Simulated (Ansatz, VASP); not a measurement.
One calculation of CaSe, two programs

File INCAR:

```
  PREC = Accurate
  ENCUT = 520
  EDIFF = 1E-7
  ISMEAR = 0
  SIGMA = 0.05
  LREAL = F
  LASPH = T
  NELM = 100
  ALGO = Normal
  ISIF = 2
  LWAVE = F
  LCHARG = F
  GGA = CA
  NBANDS = 15
```

Contents of KPOINTS:

```
regular mesh
0
Gamma
  6 6 6
```

The input POSCAR:

```
CaSe
1.0
    0.0000000000      3.2505000000      3.3990000000
    3.2505000000      0.0000000000      3.3990000000
    3.2505000000      3.2505000000      0.0000000000
Ca Se
1 1
Direct
    0.0000000000      0.0000000000      0.0000000000
    0.7500000000      0.7500000000      0.7500000000
```

Input for Ansatz:

```yaml
crystal:
  lattice:
    - [0.0, 3.2505, 3.399]
    - [3.2505, 0.0, 3.399]
    - [3.2505, 3.2505, 0.0]
  atoms:
    - { symbol: Ca, position: [0.0, 0.0, 0.0] }
    - { symbol: Se, position: [0.75, 0.75, 0.75] }
basis:
  ecutwfc: 420
kpoints:
  mp_grid: { grid: [6, 6, 6] }
hamiltonian:
  xc: lda
scf:
  occupations: { method: gaussian, width: 0.05 }
output:
  forces: true
  stress: true
  eigenvalues: true
```

Change from the starting cell: strain -0.015 along x and y, +0.030 along z, atoms carried along.

Alike in both runs: task single point; functional LDA; k mesh 6 × 6 × 6; occupations gaussian, width 0.05 eV; no spin polarisation.

```csv
,VASP,Ansatz
version,VASP 6.6.1,Ansatz 0.2.0
potentials or method,"VASP PAW LDA potentials, release 64 (Ca_sv, Se), cutoff 520 eV","scalar-relativistic, plane waves, PAW"
valence electrons in the cell,16,26
```

```csv
,VASP,Ansatz,Ansatz less VASP
gap on the k mesh at the Fermi level (eV),2.82,2.80,-0.013
least direct gap on the mesh (eV),2.96,2.94,-0.016
pressure (GPa),-2.6,-2.7,-0.14
"traceless stress, the component that is largest in VASP (GPa)",-0.29,-0.30,-0.009
```

LDA's correlation is that of Perdew and Zunger in VASP and of Perdew and Wang (1992) in Ansatz. VASP's potentials hold 16 valence electrons a cell and Ansatz's 26, so a difference there can come from the potentials and not from the codes.
